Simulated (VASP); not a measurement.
# TiAl (Pm-3m) in VASP: settings compared

Aim: see how the results for TiAl move with the level of theory and the settings. Levels: PBE, r2SCAN, revPBE, BLYP. Tasks: single point, relaxation of cell and atoms.

Program: VASP 6.6.1. These are calculated values, not measurements. Logs are shortened: lines on timing, memory, paths and dates and some standing lists are left out, and cuts for length are marked.

## Step 1: The cell of the first run

Symmetry: Pm-3m, No. 221, cubic system. The conventional cell has a = 3.179 Å, b = 3.179 Å, c = 3.179 Å, α = 90.00°, β = 90.00°, γ = 90.00°. Ti (site symmetry m-3m) has 8 Al at 2.75 Å and 6 Ti at 3.18 Å within 3.6 Å. Al (site symmetry m-3m) has 8 Ti at 2.75 Å and 6 Al at 3.18 Å within 3.6 Å.

## Step 2: Single point, PBE

INCAR

```
SYSTEM = TiAl
ALGO     = Normal         ! electronic algorithm
EDIFF    = 1E-6           ! SCF threshold, eV
ENCUT    = 520            ! plane-wave cutoff, eV
GGA      = PE             ! functional
ISIF     = 2              ! what is computed and relaxed
ISMEAR   = 0              ! smearing method
LASPH    = .TRUE.         ! aspherical terms in the spheres
LCHARG   = .TRUE.         ! write CHGCAR
LELF     = .TRUE.         ! ELF
LREAL    = .FALSE.        ! projectors in reciprocal space
LVHAR    = .TRUE.       
LWAVE    = .FALSE.        ! write WAVECAR
NBANDS   = 14             ! bands
NELM     = 100            ! most SCF steps
PREC     = Accurate       ! precision mode
SIGMA    = 0.016          ! smearing width, eV
```

KPOINTS

```
k-points
0
G
  8 8 8
  0 0 0
```

POSCAR

```
TiAl
1.0
    3.1790640000      0.0000000000      0.0000000000
    0.0000000000      3.1790640000      0.0000000000
    0.0000000000      0.0000000000      3.1790640000
Ti Al
1 1
Direct
    0.0000000000      0.0000000000      0.0000000000
    0.5000000000      0.5000000000      0.5000000000
```

Potentials or basis: VASP PAW PBE potentials, release 64 (Ti_sv, Al).

Started as:

```sh
cat potpaw_PBE.64/Ti_sv/POTCAR potpaw_PBE.64/Al/POTCAR > POTCAR
mpirun -np 1 vasp_std > vasp.out
```

OUTCAR:

```text
SYSTEM = TiAl
   EDIFF = 1E-6
   ENCUT = 520
   GGA = PE
   ISIF = 2
   ISMEAR = 0
   LASPH = .TRUE.
   LREAL = .FALSE.
   NELM = 100
   PREC = Accurate

 ion  position               nearest neighbor table
   1  0.000  0.000  0.000-   2 2.75   2 2.75   2 2.75   2 2.75   2 2.75   2 2.75   2 2.75   2 2.75

   2  0.500  0.500  0.500-   1 2.75   1 2.75   1 2.75   1 2.75   1 2.75   1 2.75   1 2.75   1 2.75

  LATTYP: Found a simple cubic cell.
 ALAT       =     3.1790640000

  Lattice vectors:

 A1 = (   3.1790640000,   0.0000000000,   0.0000000000)
 A2 = (   0.0000000000,   3.1790640000,   0.0000000000)
 A3 = (   0.0000000000,   0.0000000000,   3.1790640000)

Analysis of symmetry for initial positions (statically):
=====================================================================
 Subroutine PRICEL returns:
 Original cell was already a primitive cell.

 Routine SETGRP: Setting up the symmetry group for a
 simple cubic supercell.

 Subroutine GETGRP returns: Found 48 space group operations
 (whereof 48 operations were pure point group operations)
 out of a pool of 48 trial point group operations.

The static configuration has the point symmetry O_h .

Analysis of symmetry for dynamics (positions and initial velocities):
=====================================================================
 Subroutine PRICEL returns:
 Original cell was already a primitive cell.

 Routine SETGRP: Setting up the symmetry group for a
 simple cubic supercell.

 Subroutine GETGRP returns: Found 48 space group operations
 (whereof 48 operations were pure point group operations)
 out of a pool of 48 trial point group operations.

The dynamic configuration has the point symmetry O_h .

 Subroutine INISYM returns: Found 48 space group operations
 (whereof 48 operations are pure point group operations),
 and found     1 'primitive' translations

----------------------------------------------------------------------------------------

                                     Primitive cell

  volume of cell :      32.1290

  direct lattice vectors                    reciprocal lattice vectors
     3.179064000  0.000000000  0.000000000     0.314557996  0.000000000  0.000000000
     0.000000000  3.179064000  0.000000000     0.000000000  0.314557996  0.000000000
     0.000000000  0.000000000  3.179064000     0.000000000  0.000000000  0.314557996

  length of vectors
     3.179064000  3.179064000  3.179064000     0.314557996  0.314557996  0.314557996

  position of ions in fractional coordinates (direct lattice)
     0.000000000  0.000000000  0.000000000
     0.500000000  0.500000000  0.500000000

  ion indices of the primitive-cell ions
   primitive index   ion index
                 1           1
                 2           2

----------------------------------------------------------------------------------------

 KPOINTS: k-points

Automatic generation of k-mesh.
 Grid dimensions read from file:
 generate k-points for:    8    8    8

 Generating k-lattice:

  Cartesian coordinates                     Fractional coordinates (reciprocal lattice)
     0.039319749  0.000000000  0.000000000     0.125000000  0.000000000  0.000000000
     0.000000000  0.039319749  0.000000000     0.000000000  0.125000000  0.000000000
     0.000000000  0.000000000  0.039319749     0.000000000  0.000000000  0.125000000

  Length of vectors
     0.039319749  0.039319749  0.039319749

  Shift w.r.t. Gamma in fractional coordinates (k-lattice)
     0.000000000  0.000000000  0.000000000

 Subroutine IBZKPT returns following result:
 ===========================================

 Found     35 irreducible k-points:

 Following reciprocal coordinates:
            Coordinates               Weight
  0.000000  0.000000  0.000000      1.000000
  0.125000  0.000000  0.000000      6.000000
  0.250000  0.000000  0.000000      6.000000
  0.375000  0.000000  0.000000      6.000000
  0.500000  0.000000  0.000000      3.000000
  0.125000  0.125000  0.000000     12.000000
[... 16 lines left out ...]
  0.375000  0.375000  0.125000     24.000000
  0.500000  0.375000  0.125000     24.000000
 [... further k-points ...]
   k-points           NKPTS =     35   k-points in BZ     NKDIM =     35   number of bands    NBANDS=     14
   number of dos      NEDOS =    301   number of ions     NIONS =      2
   total plane-waves  NPLWV =  13824
   dimension x,y,z NGX =    24 NGY =   24 NGZ =   24
   dimension x,y,z NGXF=    48 NGYF=   48 NGZF=   48
   ions per type =               1   1
   NGX,Y,Z   is equivalent  to a cutoff of  12.55, 12.55, 12.55 a.u.
   NGXF,Y,Z  is equivalent  to a cutoff of  25.10, 25.10, 25.10 a.u.
 SYSTEM =  TiAl
   PREC   = accura    normal or accurate (medium, high low for compatibility)
   ISTART =      0    job   : 0-new  1-cont  2-samecut
   ICHARG =      2    charge: 1-file 2-atom 10-const
   ISPIN  =      1    spin polarized calculation?
   LNONCOLLINEAR =      F non collinear calculations
   LSORBIT =      F    spin-orbit coupling
   LASPH  =      T    aspherical Exc in radial PAW
   ENCUT  =  520.0 eV  38.22 Ry    6.18 a.u.   5.91  5.91  5.91*2*pi/ulx,y,z
   NELM   =    100;   NELMIN=  2; NELMDL= -5     # of ELM steps
   EDIFF  = 0.1E-05   stopping-criterion for ELM
   LREAL  =      F    real-space projection
   EDIFFG = 0.1E-04   stopping-criterion for IOM
   NSW    =      0    number of steps for IOM
   IBRION =     -1    ionic relax: 0-MD 1-quasi-New 2-CG
   NFREE  =      0    steps in history (QN), initial steepest desc. (CG)
   ISIF   =      2    stress and relaxation
   ISYM   =      2    0-nonsym 1-usesym 2-fastsym
   POTIM  = 0.5000    time-step for ionic-motion
   TEBEG  =    0.0;   TEEND  =   0.0 temperature during run
   PSTRESS=    0.0 pullay stress
   NELECT =      15.0000    total number of electrons
   NUPDOWN=      -1.0000    fix difference up-down
   EMIN   =  10.00;   EMAX   =-10.00  energy-range for DOS
   EFERMI =   0.00;   METHOD = LEGACY
   ISMEAR =     0;   SIGMA  =   0.02  broadening in eV -4-tet -1-fermi 0-gaus
   EFERMI_NEDOS =   21; number of points for ismear=-14 and -15
   IALGO  =     38    algorithm
   IMIX   =      4    mixing-type and parameters
     AMIX     =   0.40;   BMIX     =  1.00
     AMIX_MAG =   1.60;   BMIX_MAG =  1.00
  volume/ion in A,a.u.               =      16.06       108.41
  Fermi-wavevector in a.u.,A,eV,Ry     =   1.270007  2.399964 21.945065  1.612917
  Thomas-Fermi vector in A             =   2.403017
   LORBIT       =      0    0 simple, 1 ext, 2 COOP (PROOUT), +10 PAW based schemes
   GGA     = PE    functional components
   LHFCALC =     F    Hartree Fock is set to
   AEXX    =    0.0000 exact exchange contribution
   IVDW    =     0    specifies the selected vdW correction
   LEPSILON=     F    determine dielectric tensor
   LRPA    =     F    only Hartree local field effects (RPA)
 non-spin polarized calculation
 Gauss-broadening in eV      SIGMA  =   0.02
  energy-cutoff  :      520.00
  volume of cell :       32.13
 maximum number of plane-waves:       912
 NGX is ok and might be reduce to    24
   NGX = 11   NGY = 11   NGZ = 11

 number of electron      14.9999994 magnetization

 Free energy of the ion-electron system (eV)
  ---------------------------------------------------
  ext. energy  EPLUGINS =         0.00000000
  ---------------------------------------------------
  free energy    TOTEN  =       -12.10126245 eV

  energy without entropy =      -12.10072755  energy(sigma->0) =      -12.10099500

 E-fermi :   8.7810     XC(G=0): -11.0858

 val. band max:        8.7615688575   @ k =   0.3750   0.1250   0.1250
 cond. band min:       8.7924911170   @ k =   0.3750   0.3750   0.2500
 fundamental gap:      0.0309222595
 Fermi energy:         8.7810255385

 k-point     1 :       0.0000    0.0000    0.0000
  band No.  band energies     occupation
      1     -48.1007      2.00000
      2     -24.3035      2.00000
      3     -24.3035      2.00000
      4     -24.3035      2.00000
      5      -0.4996      2.00000
      6       7.3453      2.00000
      7       7.3453      2.00000
      8      10.5967      0.00000
      9      10.5967      0.00000
     10      10.5967      0.00000
     11      13.1895      0.00000
     12      13.1895      0.00000
     13      13.1895      0.00000
     14      17.5762      0.00000

 k-point     2 :       0.1250    0.0000    0.0000
  band No.  band energies     occupation
      1     -48.0986      2.00000
      2     -24.3288      2.00000
      3     -24.3013      2.00000
      4     -24.3013      2.00000
      5      -0.2514      2.00000
      6       7.1920      2.00000
      7       7.4557      2.00000
      8      10.2137      0.00000
      9      10.2137      0.00000
     10      10.6257      0.00000
     11      12.3344      0.00000
     12      13.7563      0.00000
     13      13.7563      0.00000
     14      17.2529      0.00000

 k-point     3 :       0.2500    0.0000    0.0000
  band No.  band energies     occupation
      1     -48.0933      2.00000
      2     -24.3895      2.00000
      3     -24.2959      2.00000
      4     -24.2959      2.00000
      5       0.4718      2.00000
      6       6.4034      2.00000
      7       7.7461      2.00000
      8       9.5757      0.00000
      9       9.5757      0.00000
     10      10.6968      0.00000
     11      11.5283      0.00000
     12      14.9689      0.00000
     13      14.9689      0.00000
     14      16.4561      0.00000
[... 324 lines left out ...]
 k-point    23 :       0.3750    0.3750    0.1250
  band No.  band energies     occupation
      1     -48.0737      2.00000
      2     -24.4282      2.00000
      3     -24.4257      2.00000
      4     -24.3011      2.00000
      5       3.2551      2.00000
      6       6.1271      2.00000
      7       6.6403      2.00000
      8       8.4741      2.00000
      9       9.5004      0.00000
     10       9.7185      0.00000
     11      11.7651      0.00000
     12      13.2681      0.00000
     13      14.6822      0.00000
     14      15.9883      0.00000

 k-point    24 :       0.5000    0.3750    0.1250
  band No.  band energies     occupation
      1     -48.0716      2.00000
      2     -24.4504      2.00000
      3     -24.4236      2.00000
      4     -24.2988      2.00000
      5       3.7215      2.00000
      6       5.7634      2.00000
      7       6.8170      2.00000
      8       8.2037      2.00000
      9       9.6845      0.00000
     10       9.7082      0.00000
     11      11.6302      0.00000
     12      13.4513      0.00000
     13      13.8823      0.00000
     14      16.1875      0.00000

 [... further k-points ...]
[... 5 lines left out ...]
  --------------------------------------------------------------------------------------
  -------------------------------------------------------------------------------------
  Total        0.1286822      0.1286822      0.1286822     -0.0000000     -0.0000000      0.0000000
  in kB        6.4169901      6.4169901      6.4169901     -0.0000000     -0.0000000      0.0000000
  external PRESSURE =       6.4169901 kB  Pullay stress =       0.0000000 kB

 VOLUME and BASIS-vectors are now :
 -----------------------------------------------------------------------------
  energy-cutoff  :      520.00
  volume of cell :       32.13
      direct lattice vectors                 reciprocal lattice vectors
     3.179064000  0.000000000  0.000000000     0.314557996  0.000000000  0.000000000
     0.000000000  3.179064000  0.000000000     0.000000000  0.314557996  0.000000000
     0.000000000  0.000000000  3.179064000     0.000000000  0.000000000  0.314557996

 POSITION                                       TOTAL-FORCE (eV/Angst)
 -----------------------------------------------------------------------------------
      0.00000      0.00000      0.00000         0.000000      0.000000      0.000000
      1.58953      1.58953      1.58953         0.000000      0.000000      0.000000
 -----------------------------------------------------------------------------------
    total drift:                                0.000000      0.000000      0.000000

  FREE ENERGIE OF THE ION-ELECTRON SYSTEM (eV)
  ---------------------------------------------------
  free  energy   TOTEN  =       -12.1012624508 eV

  energy  without entropy=      -12.1007275536  energy(sigma->0) =      -12.10099500
```

It took 6.7 s on 1 thread of Intel Xeon 6975P-C, shared host; peak memory 0.14 GiB.

Results:

- Free energy: -12.1013 eV
- Pressure: 0.6 GPa

## Step 3: Single point, r2SCAN

POSCAR is that of step 2.

INCAR.step1

```
PREC     = Accurate       # precision mode
ENCUT    = 520            # plane-wave cutoff, eV
ISMEAR   = -1             # smearing method
SIGMA    = 0.05           # smearing width, eV
LREAL    = F              # projectors in reciprocal space
LASPH    = T              # aspherical terms in the spheres
NELM     = 60             # most SCF steps
NBANDS   = 14             # bands
GGA      = PE             # functional
ALGO     = Normal         # electronic algorithm
EDIFF    = 1E-4           # SCF threshold, eV
LWAVE    = T              # write WAVECAR
LCHARG   = F              # write CHGCAR
```

INCAR.step2

```
PREC     = Accurate       # precision mode
ENCUT    = 520            # plane-wave cutoff, eV
EDIFF    = 1E-6           # SCF threshold, eV
ISMEAR   = -1             # smearing method
SIGMA    = 0.05           # smearing width, eV
LREAL    = F              # projectors in reciprocal space
LASPH    = T              # aspherical terms in the spheres
NELM     = 60             # most SCF steps
ALGO     = Normal         # electronic algorithm
ISIF     = 2              # what is computed and relaxed
LWAVE    = F              # write WAVECAR
LCHARG   = F              # write CHGCAR
METAGGA  = R2SCAN         # meta-GGA
LMIXTAU  = T            
NBANDS   = 14             # bands
ISTART   = 1
```

KPOINTS

```
regular mesh
0
Gamma
  8 8 8
```

Potentials or basis: VASP PAW PBE potentials, release 64 (Ti_sv, Al).

Started as:

```sh
cat potpaw_PBE.64/Ti_sv/POTCAR potpaw_PBE.64/Al/POTCAR > POTCAR
cp INCAR.step1 INCAR
mpirun -np 1 vasp_std > vasp.out
cp INCAR.step2 INCAR
mpirun -np 1 vasp_std > vasp.out
```

It took 30 s on 1 thread of Intel Xeon 6975P-C, shared host; peak memory 0.15 GiB.

It converged, with:

| Property | Result |
| --- | --- |
| Free energy | -20.3140 eV |
| Pressure | -0.7 GPa |

Levels at points of the mesh, in eV from the Fermi level:
```csv
k point,band 4,band 5,band 6,band 7,band 8,band 9,band 10,band 11
"(0.00, 0.00, 0.00)",-34.43,-9.85,-1.61,-1.61,2.05,2.05,2.05,4.63
"(0.50, 0.00, 0.00)",-34.42,-6.44,-5.59,-0.65,0.29,0.29,2.26,3.11
"(0.50, 0.50, 0.00)",-34.40,-5.22,-2.40,-2.40,-1.62,0.88,0.88,2.83
"(0.50, 0.50, 0.50)",-34.57,-3.26,-3.26,-3.26,0.94,2.88,2.88,2.88
```

Caveat: the PAW data sets were made with another functional, which shifts forces and pressure a little.

[end of part 1 of 2]
